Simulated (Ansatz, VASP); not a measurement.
## One calculation of Mo, two programs

```
CELL_PARAMETERS angstrom
-1.69668 1.69668 1.50816
1.69668 -1.69668 1.50816
1.69668 1.69668 -1.50816
ATOMIC_POSITIONS crystal
Mo 0.00000 0.00000 0.00000
```

Change from the starting cell: strain +0.080 along x and y, -0.040 along z, atoms carried along.

Alike in both runs: task single point; functional PBEsol; k mesh 22 × 22 × 22; occupations gaussian, width 0.15 eV; no spin polarisation.

|  | VASP | Ansatz |
| --- | --- | --- |
| version | VASP 6.6.1 | Ansatz 0.2.0 |
| potentials or method | VASP PAW PBE potentials, release 64 (Mo_sv), cutoff 520 eV | scalar-relativistic, plane waves, PAW |
| valence electrons in the cell | 14 | 14 |

|  | VASP | Ansatz | Ansatz less VASP |
| --- | --- | --- | --- |
| gap on the k mesh at the Fermi level (eV) | none | none | - |
| pressure (GPa) | -24.8 | -25.2 | -0.37 |
| traceless stress, the component that is largest in VASP (GPa) | 16.73 | 16.75 | +0.013 |

VASP's potentials were made for PBE, not for PBEsol. A gap of «none» marks a metal or a gap that the smearing closes. The functional is the same, so the differences come from potentials, cutoffs and numerics.
